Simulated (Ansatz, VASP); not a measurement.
**One calculation of TePb, two programs**

POSCAR

```
TePb
1.0
    0.0000000000      3.1650427173      3.1650427173
    3.1650427173      0.0000000000      3.1650427173
    3.1650427173      3.1650427173      0.0000000000
Pb Te
1 1
Direct
    0.0000000000      0.0000000000      0.0000000000
    0.5000000000      0.5000000000      0.5000000000
```

INCAR.step1

```
SYSTEM = TePb
PREC = Accurate ; ENCUT = 520
ISMEAR = -1 ; SIGMA = 0.05
LREAL = .FALSE. ; LASPH = .TRUE.
NELM = 150 ; MAGMOM = 0 0 0 0 0 0
LSORBIT = .TRUE. ; GGA_COMPAT = .FALSE.
NBANDS = 32 ; GGA = PE
ALGO = Normal ; EDIFF = 1E-4
LWAVE = .TRUE. ; LCHARG = .FALSE.
```

The input INCAR.step2:

```
SYSTEM = TePb
PREC = Accurate ; ENCUT = 520
EDIFF = 1E-6 ; ISMEAR = -1
SIGMA = 0.05 ; LREAL = .FALSE.
LASPH = .TRUE. ; NELM = 150
ALGO = Normal ; ISIF = 2
LWAVE = .FALSE. ; LCHARG = .TRUE.
MAGMOM = 0 0 0 0 0 0 ; LORBIT = 11
LSORBIT = .TRUE. ; GGA_COMPAT = .FALSE.
LORBMOM = .TRUE. ; METAGGA = R2SCAN
LMIXTAU = .TRUE. ; LVHAR = .TRUE.
NBANDS = 32 ; ISTART = 1
```

The input KPOINTS:

```
Automatic mesh
0
G
  7 7 7
  0 0 0
```

The input input.yaml:

```yaml
crystal:
  lattice:
    - [0.0, 3.1650427173, 3.1650427173]
    - [3.1650427173, 0.0, 3.1650427173]
    - [3.1650427173, 3.1650427173, 0.0]
  atoms:
    - { symbol: Pb, position: [0.0, 0.0, 0.0] }
    - { symbol: Te, position: [0.5, 0.5, 0.5] }
hamiltonian:
  xc: r2scan
  pseudopotentials: { kind: paw_fr }
magnetization:
  noncollinear: true
  spin_orbit: true
kpoints:
  mp_grid: { grid: [7, 7, 7] }
scf:
  occupations: { method: fermi_dirac, width: 0.05 }
output:
  forces: true
  stress: true
  eigenvalues: true
```

Alike in both runs: task single point; functional r2SCAN; k mesh 7 × 7 × 7; occupations fermi-dirac, width 0.05 eV; non-collinear spin, spin-orbit coupling.

|  | VASP | Ansatz |
| --- | --- | --- |
| version | VASP 6.6.1 | Ansatz 0.2.0 |
| potentials or method | VASP PAW PBE potentials, release 64 (Pb_d, Te) | Ansatz PAW |
| plane-wave cutoff (eV) | 520 | 500 |
| valence electrons in the cell | 20 | 30 |

VASP gave:

| Item | Value |
| --- | --- |
| pressure (GPa) | 4.7 |
| net moment per atom (μB) | 0.00 |

Task: Estimate Ansatz's values.

Result: Pressure (GPa): 4.5; net moment per atom (μB): 0.00.

VASP's potentials were made for PBE, not for r2SCAN. VASP's potentials hold 20 valence electrons a cell and Ansatz's 30, so a difference there can come from the potentials and not from the codes.
